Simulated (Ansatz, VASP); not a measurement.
**Two plane-wave programs on B**

```
CELL_PARAMETERS angstrom
0.00000 1.38881 1.38881
1.38881 0.00000 1.38881
1.38881 1.38881 0.00000
ATOMIC_POSITIONS crystal
B 0.00000 0.00000 0.00000
```

Alike in both runs: task single point; functional PBEsol; k mesh 21 × 21 × 21; occupations fermi-dirac, width 0.1 eV; no spin polarisation.

|  | VASP | Ansatz |
| --- | --- | --- |
| version | VASP 6.6.1 | Ansatz 0.2.0 |
| potentials or method | VASP PAW PBE potentials, release 64 (B), cutoff 520 eV | plane waves (420 eV) with PAW, scalar-relativistic |
| valence electrons in the cell | 3 | 3 |

```tsv
	VASP	Ansatz	Ansatz less VASP
pressure (GPa)	27.9	27.4	-0.49
```

VASP's potentials were made for PBE, not for PBEsol, and Ansatz warns of the same on its side.
